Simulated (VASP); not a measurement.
A run of VASP 6.6.1 is set up as follows.

Contents of INCAR:

```
ALGO = Normal ; EDIFF = 1E-6
ENCUT = 520 ; GGA = PE
ISIF = 2 ; ISMEAR = -1
ISYM = 0 ; LASPH = True
LCHARG = False ; LREAL = Auto
LWAVE = False ; NBANDS = 78
NELM = 60 ; PREC = Accurate
SIGMA = 0.1379
```

File KPOINTS:

```
Automatic mesh
0
Gamma
  1 1 1
  0.25 0.25 0.25
```

POSCAR

```
TaN
1.0
    5.9152850000      0.1408810000      0.0440940000
    0.1408810000      5.6478040000     -0.2198280000
    0.0440940000     -0.2198280000      5.5198490000
Ta N
8 8
Direct
    0.4663454065      0.1404993366      0.1381667603
    0.2929506780      0.2448200299      0.6543012192
    0.6418338132      0.8664636197      0.7635009480
    0.4698898582      0.6612131919      0.2724451068
    0.9769973338      0.3505227032      0.1320891177
    0.9834361213      0.8404546909      0.1370700252
    0.1276901989      0.6874761592      0.6620572660
    0.7837757913      0.3345898590      0.6156725319
    0.0599736669      0.1185383188      0.4065603176
    0.7814347254      0.6009166646      0.9702487742
    0.8959244646      0.6341994694      0.4220483038
    0.2604289721      0.9342760380      0.8705416901
    0.2449332375      0.5402365388     -0.0083677956
    0.8022479302      0.0758023515      0.9616669150
    0.5695333426      1.0506827692      0.4561328559
    0.4747069684      0.5412191795      0.5847619021
```

Potentials or basis: VASP PAW PBE potentials, release 64 (Ta_pv, N).

The run is started by

```console
$ cat potpaw_PBE.64/Ta_pv/POTCAR potpaw_PBE.64/N/POTCAR > POTCAR
$ mpirun -np 1 vasp_std > vasp.out
```

**Question.** Predict the band gap on the k mesh.

**Answer.** 0.41 eV.

**Question.** What does it give for the largest force?

**Answer.** 5.283 eV/Å.

Stress tensor (GPa, compression positive):
```
 9.49  1.18  3.35
 1.18 21.22 -0.05
 3.35 -0.05 20.26
```

Caveat: the k points lie up to 1.14 Å⁻¹ apart; spin-orbit coupling is left out, which moves the levels of the heavy elements.
